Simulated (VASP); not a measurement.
# KI (Pm-3m) in VASP: a series of runs

Runs on KI. Level: r2SCAN. Tasks: single point.

All numbers are computed with VASP 6.6.1; they aren't measurements. Logs are shortened: lines on timing, memory, paths and dates and some standing lists are left out, and cuts for length are marked.

## (1) The cell of the first run

The structure is cubic, space group Pm-3m (No. 221). The conventional cell has a = 4.291 Å, b = 4.291 Å, c = 4.291 Å, α = 90.00°, β = 90.00°, γ = 90.00°. K (site symmetry m-3m) has 8 I at 3.72 Å and 6 K at 4.29 Å within 4.9 Å. I (site symmetry m-3m) has 8 K at 3.72 Å and 6 I at 4.29 Å within 4.9 Å.

## (2) Single point, r2SCAN

POSCAR reads:

```
KI
1.0
    4.2909401063      0.0000000000      0.0000000000
    0.0000000000      4.2909401063      0.0000000000
    0.0000000000      0.0000000000      4.2909401063
K I
1 1
Direct
    0.0000000000      0.0000000000      0.0000000000
    0.5000000000      0.5000000000      0.5000000000
```

INCAR.step1 reads:

```
PREC = Accurate
ENCUT = 520
ISMEAR = 0
SIGMA = 0.01
LREAL = False
LASPH = True
NELM = 100
NBANDS = 15
GGA = PE
ALGO = Normal
EDIFF = 1E-4
LWAVE = True
LCHARG = False
```

INCAR.step2 reads:

```
PREC = Accurate
ENCUT = 520
EDIFF = 1E-7
ISMEAR = 0
SIGMA = 0.01
LREAL = False
LASPH = True
NELM = 100
ALGO = Normal
ISIF = 2
LWAVE = False
LCHARG = True
METAGGA = R2SCAN
LMIXTAU = True
LELF = True
LVHAR = True
NBANDS = 15
ISTART = 1
```

KPOINTS reads:

```
Automatic mesh
0
Gamma
  4 4 4
```

Potentials or basis: VASP PAW PBE potentials, release 64 (K_sv, I).

The run is started by

```sh
cat potpaw_PBE.64/K_sv/POTCAR potpaw_PBE.64/I/POTCAR > POTCAR
cp INCAR.step1 INCAR
mpirun -np 1 vasp_std > vasp.out
cp INCAR.step2 INCAR
mpirun -np 1 vasp_std > vasp.out
```

OUTCAR:

```text
PREC = Accurate
   ENCUT = 520
   EDIFF = 1E-7
   ISMEAR = 0
   LREAL = False
   LASPH = True
   NELM = 100
   ISIF = 2
   METAGGA = R2SCAN
   ISTART = 1

 ion  position               nearest neighbor table
   1  0.000  0.000  0.000-
   2  0.500  0.500  0.500-

  LATTYP: Found a simple cubic cell.
 ALAT       =     4.2909401063

  Lattice vectors:

 A1 = (   4.2909401063,   0.0000000000,   0.0000000000)
 A2 = (   0.0000000000,   4.2909401063,   0.0000000000)
 A3 = (   0.0000000000,   0.0000000000,   4.2909401063)

Analysis of symmetry for initial positions (statically):
=====================================================================
 Subroutine PRICEL returns:
 Original cell was already a primitive cell.

 Routine SETGRP: Setting up the symmetry group for a
 simple cubic supercell.

 Subroutine GETGRP returns: Found 48 space group operations
 (whereof 48 operations were pure point group operations)
 out of a pool of 48 trial point group operations.

The static configuration has the point symmetry O_h .

Analysis of symmetry for dynamics (positions and initial velocities):
=====================================================================
 Subroutine PRICEL returns:
 Original cell was already a primitive cell.

 Routine SETGRP: Setting up the symmetry group for a
 simple cubic supercell.

 Subroutine GETGRP returns: Found 48 space group operations
 (whereof 48 operations were pure point group operations)
 out of a pool of 48 trial point group operations.

The dynamic configuration has the point symmetry O_h .

 Subroutine INISYM returns: Found 48 space group operations
 (whereof 48 operations are pure point group operations),
 and found     1 'primitive' translations

----------------------------------------------------------------------------------------

                                     Primitive cell

  volume of cell :      79.0055

  direct lattice vectors                    reciprocal lattice vectors
     4.290940106  0.000000000  0.000000000     0.233049163  0.000000000  0.000000000
     0.000000000  4.290940106  0.000000000     0.000000000  0.233049163  0.000000000
     0.000000000  0.000000000  4.290940106     0.000000000  0.000000000  0.233049163

  length of vectors
     4.290940106  4.290940106  4.290940106     0.233049163  0.233049163  0.233049163

  position of ions in fractional coordinates (direct lattice)
     0.000000000  0.000000000  0.000000000
     0.500000000  0.500000000  0.500000000

  ion indices of the primitive-cell ions
   primitive index   ion index
                 1           1
                 2           2

----------------------------------------------------------------------------------------

 KPOINTS: Automatic mesh

Automatic generation of k-mesh.
 Grid dimensions read from file:
 generate k-points for:    4    4    4

 Generating k-lattice:

  Cartesian coordinates                     Fractional coordinates (reciprocal lattice)
     0.058262291  0.000000000  0.000000000     0.250000000  0.000000000  0.000000000
     0.000000000  0.058262291  0.000000000     0.000000000  0.250000000  0.000000000
     0.000000000  0.000000000  0.058262291     0.000000000  0.000000000  0.250000000

  Length of vectors
     0.058262291  0.058262291  0.058262291

  Shift w.r.t. Gamma in fractional coordinates (k-lattice)
     0.000000000  0.000000000  0.000000000

 Subroutine IBZKPT returns following result:
 ===========================================

 Found     10 irreducible k-points:

 Following reciprocal coordinates:
            Coordinates               Weight
  0.000000  0.000000  0.000000      1.000000
  0.250000  0.000000  0.000000      6.000000
  0.500000  0.000000  0.000000      3.000000
  0.250000  0.250000  0.000000     12.000000
  0.500000  0.250000  0.000000     12.000000
  0.500000  0.500000  0.000000      3.000000
  0.250000  0.250000  0.250000      8.000000
  0.500000  0.250000  0.250000     12.000000
  0.500000  0.500000  0.250000      6.000000
  0.500000  0.500000  0.500000      1.000000
   k-points           NKPTS =     10   k-points in BZ     NKDIM =     10   number of bands    NBANDS=     15
   number of dos      NEDOS =    301   number of ions     NIONS =      2
   total plane-waves  NPLWV =  32768
   dimension x,y,z NGX =    32 NGY =   32 NGZ =   32
   dimension x,y,z NGXF=    64 NGYF=   64 NGZF=   64
   ions per type =               1   1
   NGX,Y,Z   is equivalent  to a cutoff of  12.40, 12.40, 12.40 a.u.
   NGXF,Y,Z  is equivalent  to a cutoff of  24.80, 24.80, 24.80 a.u.
 SYSTEM =  unknown system
   PREC   = accura    normal or accurate (medium, high low for compatibility)
   ISTART =      1    job   : 0-new  1-cont  2-samecut
   ICHARG =      0    charge: 1-file 2-atom 10-const
   ISPIN  =      1    spin polarized calculation?
   LNONCOLLINEAR =      F non collinear calculations
   LSORBIT =      F    spin-orbit coupling
   LASPH  =      T    aspherical Exc in radial PAW
   ENCUT  =  520.0 eV  38.22 Ry    6.18 a.u.   7.98  7.98  7.98*2*pi/ulx,y,z
   NELM   =    100;   NELMIN=  2; NELMDL=  0     # of ELM steps
   EDIFF  = 0.1E-06   stopping-criterion for ELM
   LREAL  =      F    real-space projection
   EDIFFG = 0.1E-05   stopping-criterion for IOM
   NSW    =      0    number of steps for IOM
   IBRION =     -1    ionic relax: 0-MD 1-quasi-New 2-CG
   NFREE  =      0    steps in history (QN), initial steepest desc. (CG)
   ISIF   =      2    stress and relaxation
   ISYM   =      2    0-nonsym 1-usesym 2-fastsym
   POTIM  = 0.5000    time-step for ionic-motion
   TEBEG  =    0.0;   TEEND  =   0.0 temperature during run
   PSTRESS=    0.0 pullay stress
   NELECT =      16.0000    total number of electrons
   NUPDOWN=      -1.0000    fix difference up-down
   EMIN   =  10.00;   EMAX   =-10.00  energy-range for DOS
   EFERMI =   0.00;   METHOD = LEGACY
   ISMEAR =     0;   SIGMA  =   0.01  broadening in eV -4-tet -1-fermi 0-gaus
   EFERMI_NEDOS =   21; number of points for ismear=-14 and -15
   IALGO  =     38    algorithm
   IMIX   =      4    mixing-type and parameters
     AMIX     =   0.40;   BMIX     =  1.00
     AMIX_MAG =   1.60;   BMIX_MAG =  1.00
  volume/ion in A,a.u.               =      39.50       266.58
  Fermi-wavevector in a.u.,A,eV,Ry     =   0.961381  1.816747 12.575241  0.924254
  Thomas-Fermi vector in A             =   2.090748
   LORBIT       =      0    0 simple, 1 ext, 2 COOP (PROOUT), +10 PAW based schemes
   METAGGA = R2SCAN    functional components
   LHFCALC =     F    Hartree Fock is set to
   AEXX    =    0.0000 exact exchange contribution
   IVDW    =     0    specifies the selected vdW correction
   LEPSILON=     F    determine dielectric tensor
   LRPA    =     F    only Hartree local field effects (RPA)
 non-spin polarized calculation
 Gauss-broadening in eV      SIGMA  =   0.01
  energy-cutoff  :      520.00
  volume of cell :       79.01
 maximum number of plane-waves:      2176
 NGX is ok and might be reduce to    32
   NGX = 15   NGY = 15   NGZ = 15

 number of electron      16.0000003 magnetization

 Free energy of the ion-electron system (eV)
  ---------------------------------------------------
  ext. energy  EPLUGINS =         0.00000000
  ---------------------------------------------------
  free energy    TOTEN  =       -33.85718830 eV

  energy without entropy =      -33.85718830  energy(sigma->0) =      -33.85718830

 E-fermi :   0.6328     XC(G=0):  -8.0461

 val. band max:        0.5838168468   @ k =   0.5000   0.5000   0.0000
 cond. band min:       4.6208272407   @ k =   0.0000   0.0000   0.0000
 fundamental gap:      4.0370103940
 Fermi energy:         0.6328437306

 k-point     1 :       0.0000    0.0000    0.0000
  band No.  band energies     occupation
      1     -30.0088      2.00000
      2     -12.6908      2.00000
      3     -12.6908      2.00000
      4     -12.6908      2.00000
      5     -10.9059      2.00000
      6       0.2145      2.00000
      7       0.2145      2.00000
      8       0.2145      2.00000
      9       4.6208      0.00000
     10       5.8352      0.00000
     11       5.8352      0.00000
     12       9.6779      0.00000
     13       9.6779      0.00000
     14       9.6779      0.00000
     15      11.7473      0.00000

 k-point     2 :       0.2500    0.0000    0.0000
  band No.  band energies     occupation
      1     -30.0065      2.00000
      2     -12.7748      2.00000
      3     -12.6852      2.00000
      4     -12.6852      2.00000
      5     -10.7473      2.00000
      6      -0.9147      2.00000
      7       0.2551      2.00000
      8       0.2551      2.00000
      9       5.6313      0.00000
     10       6.2931      0.00000
     11       7.2459      0.00000
     12       9.5331      0.00000
     13       9.5331      0.00000
     14       9.9351      0.00000
     15       9.9929      0.00000

 k-point     3 :       0.5000    0.0000    0.0000
  band No.  band energies     occupation
      1     -30.0043      2.00000
      2     -12.8511      2.00000
      3     -12.6795      2.00000
      4     -12.6795      2.00000
      5     -10.5883      2.00000
      6      -1.7237      2.00000
      7       0.2961      2.00000
      8       0.2961      2.00000
      9       6.7241      0.00000
     10       7.2981      0.00000
     11       8.2131      0.00000
     12       8.3487      0.00000
     13       9.9209      0.00000
     14       9.9209      0.00000
     15      10.0164      0.00000
[... 91 lines left out ...]
 k-point     9 :       0.5000    0.5000    0.2500
  band No.  band energies     occupation
      1     -29.9980      2.00000
      2     -12.7619      2.00000
      3     -12.7619      2.00000
      4     -12.7123      2.00000
      5     -10.4403      2.00000
      6      -1.1343      2.00000
      7      -1.1343      2.00000
      8      -0.3731      2.00000
      9       5.7077      0.00000
     10       7.2433      0.00000
     11       7.2433      0.00000
     12       8.7085      0.00000
     13      10.3839      0.00000
     14      10.3839      0.00000
     15      10.9244      0.00000

 k-point    10 :       0.5000    0.5000    0.5000
  band No.  band energies     occupation
      1     -29.9960      2.00000
      2     -12.7527      2.00000
      3     -12.7527      2.00000
      4     -12.7527      2.00000
      5     -10.3442      2.00000
      6      -1.1029      2.00000
      7      -1.1029      2.00000
      8      -1.1029      2.00000
      9       6.7159      0.00000
     10       6.7159      0.00000
     11       6.7159      0.00000
     12      10.2080      0.00000
     13      10.2080      0.00000
     14      10.2080      0.00000
     15      10.7841      0.00000

------------------------ aborting loop because EDIFF is reached ----------------------------------------

  FORCE on cell =-STRESS in cart. coord.  units (eV):
  Direction    XX          YY          ZZ          XY          YZ          ZX
  --------------------------------------------------------------------------------------
  -------------------------------------------------------------------------------------
  Total        0.0320648      0.0320648      0.0320648     -0.0000000     -0.0000000     -0.0000000
  in kB        0.6502528      0.6502528      0.6502528     -0.0000000     -0.0000000     -0.0000000
  external PRESSURE =       0.6502528 kB  Pullay stress =       0.0000000 kB

 VOLUME and BASIS-vectors are now :
 -----------------------------------------------------------------------------
  energy-cutoff  :      520.00
  volume of cell :       79.01
      direct lattice vectors                 reciprocal lattice vectors
     4.290940106  0.000000000  0.000000000     0.233049163  0.000000000  0.000000000
     0.000000000  4.290940106  0.000000000     0.000000000  0.233049163  0.000000000
     0.000000000  0.000000000  4.290940106     0.000000000  0.000000000  0.233049163

 POSITION                                       TOTAL-FORCE (eV/Angst)
 -----------------------------------------------------------------------------------
      0.00000      0.00000      0.00000         0.000000      0.000000      0.000000
      2.14547      2.14547      2.14547         0.000000      0.000000      0.000000
 -----------------------------------------------------------------------------------
    total drift:                                0.000000      0.000000     -0.000000

  FREE ENERGIE OF THE ION-ELECTRON SYSTEM (eV)
  ---------------------------------------------------
  free  energy   TOTEN  =       -33.8571883020 eV

  energy  without entropy=      -33.8571883020  energy(sigma->0) =      -33.85718830
```

Run time: 36 s. Hardware: 1 thread of AMD EPYC 7R13 (Zen 3), shared host; peak memory 0.16 GiB.

What came out:

* Free energy: -33.8572 eV
* Pressure: 0.1 GPa
* Band gap on the k mesh: 4.04 eV (least direct gap 4.41 eV)

Caveat: the PAW data sets were made with another functional, which shifts forces and pressure a little; spin-orbit coupling is left out, which moves the levels of the heavy elements. A k mesh can miss the band edges.

## (3) Single point, r2SCAN

POSCAR is that of step 2.

INCAR.step1 reads:

```
SYSTEM = KI
  PREC = Accurate
  ENCUT = 520
  ISMEAR = 0
  SIGMA = 0.01
  LREAL = .FALSE.
  LASPH = .TRUE.
  NELM = 100
  NBANDS = 15
  GGA = PE
  ALGO = Normal
  EDIFF = 1E-4
  LWAVE = .TRUE.
  LCHARG = .FALSE.
```

INCAR.step2 reads:

```
SYSTEM = KI
  PREC = Accurate
  ENCUT = 520
  EDIFF = 1E-7
  ISMEAR = 0
  SIGMA = 0.01
  LREAL = .FALSE.
  LASPH = .TRUE.
  NELM = 100
  ALGO = Normal
  ISIF = 2
  LWAVE = .FALSE.
  LCHARG = .FALSE.
  METAGGA = R2SCAN
  LMIXTAU = .TRUE.
  NBANDS = 15
  ISTART = 1
```

KPOINTS reads:

```
Automatic mesh
0
G
  4 4 4
  0 0 0
```

Potentials or basis: VASP PAW PBE potentials, release 64 (K_sv, I).

The run is started by

```sh
cat potpaw_PBE.64/K_sv/POTCAR potpaw_PBE.64/I/POTCAR > POTCAR
cp INCAR.step1 INCAR
mpirun -np 1 vasp_std > vasp.out
cp INCAR.step2 INCAR
mpirun -np 1 vasp_std > vasp.out
```

OUTCAR:

```text
SYSTEM = KI
   PREC = Accurate
   ENCUT = 520
   EDIFF = 1E-7
   ISMEAR = 0
   LREAL = .FALSE.
   LASPH = .TRUE.
   NELM = 100
   ISIF = 2
   METAGGA = R2SCAN
   ISTART = 1

 ion  position               nearest neighbor table
   1  0.000  0.000  0.000-
   2  0.500  0.500  0.500-

  LATTYP: Found a simple cubic cell.
 ALAT       =     4.2909401063

  Lattice vectors:

 A1 = (   4.2909401063,   0.0000000000,   0.0000000000)
[... 349 lines left out ...]

------------------------ aborting loop because EDIFF is reached ----------------------------------------

  FORCE on cell =-STRESS in cart. coord.  units (eV):
  Direction    XX          YY          ZZ          XY          YZ          ZX
  --------------------------------------------------------------------------------------
  -------------------------------------------------------------------------------------
  Total        0.0320648      0.0320648      0.0320648     -0.0000000     -0.0000000     -0.0000000
  in kB        0.6502528      0.6502528      0.6502528     -0.0000000     -0.0000000     -0.0000000
  external PRESSURE =       0.6502528 kB  Pullay stress =       0.0000000 kB

 VOLUME and BASIS-vectors are now :
 -----------------------------------------------------------------------------
  energy-cutoff  :      520.00
  volume of cell :       79.01
      direct lattice vectors                 reciprocal lattice vectors
     4.290940106  0.000000000  0.000000000     0.233049163  0.000000000  0.000000000
     0.000000000  4.290940106  0.000000000     0.000000000  0.233049163  0.000000000
     0.000000000  0.000000000  4.290940106     0.000000000  0.000000000  0.233049163

 POSITION                                       TOTAL-FORCE (eV/Angst)
 -----------------------------------------------------------------------------------
      0.00000      0.00000      0.00000         0.000000      0.000000      0.000000
      2.14547      2.14547      2.14547         0.000000      0.000000      0.000000
 -----------------------------------------------------------------------------------
    total drift:                                0.000000      0.000000     -0.000000

  FREE ENERGIE OF THE ION-ELECTRON SYSTEM (eV)
  ---------------------------------------------------
  free  energy   TOTEN  =       -33.8571883020 eV

  energy  without entropy=      -33.8571883020  energy(sigma->0) =      -33.85718830
```

OSZICAR.step1:

```text
N       E                     dE             d eps       ncg     rms          rms(c)
DAV:   1     0.915166298932E+02    0.91517E+02   -0.64668E+03   300   0.906E+02
DAV:   2     0.126815780140E+00   -0.91390E+02   -0.85400E+02   391   0.219E+02
DAV:   3    -0.527110992142E+01   -0.53979E+01   -0.53705E+01   442   0.466E+01
DAV:   4    -0.552124165618E+01   -0.25013E+00   -0.25009E+00   458   0.865E+00
DAV:   5    -0.552326205787E+01   -0.20204E-02   -0.20204E-02   426   0.899E-01    0.268E+00
DAV:   6    -0.542965999387E+01    0.93602E-01   -0.67933E-02   391   0.175E+00    0.193E+00
DAV:   7    -0.540954975218E+01    0.20110E-01   -0.91743E-02   384   0.174E+00    0.744E-01
DAV:   8    -0.541212907753E+01   -0.25793E-02   -0.13462E-02   358   0.749E-01    0.151E-01
DAV:   9    -0.541227213255E+01   -0.14306E-03   -0.50286E-04   419   0.150E-01    0.724E-02
DAV:  10    -0.541233352658E+01   -0.61394E-04   -0.79284E-05   330   0.585E-02
   1 F= -.54123335E+01 E0= -.54123335E+01  d E =-.119235E-33
```

Wall time 34 s (1 thread of AMD EPYC 7R13 (Zen 3), shared host); peak memory 0.16 GiB.

What came out:

```yaml
Free_energy: -33.8572 eV
Pressure: 0.1 GPa
Band_gap_on_the_k_mesh: 4.04 eV (least direct gap 4.41 eV)
```

Levels at points of the mesh, in eV from the valence-band top:
```
           k point  band 4  band 5  band 6  band 7  band 8  band 9  band 10  band 11  band 12  band 13
(0.00, 0.00, 0.00)  -13.27  -11.49   -0.37   -0.37   -0.37    4.04     5.25     5.25     9.09     9.09
(0.50, 0.00, 0.00)  -13.26  -11.17   -2.31   -0.29   -0.29    6.14     6.71     7.63     7.76     9.34
(0.50, 0.50, 0.00)  -13.26  -11.12   -1.75   -1.75    0.00    4.44     6.36     7.41     7.41     9.77
(0.50, 0.50, 0.50)  -13.34  -10.93   -1.69   -1.69   -1.69    6.13     6.13     6.13     9.62     9.62
```

Caveat: the PAW data sets were made with another functional, which shifts forces and pressure a little; spin-orbit coupling is left out, which moves the levels of the heavy elements. A k mesh can miss the band edges.

(Continued in part 2 of 2.)
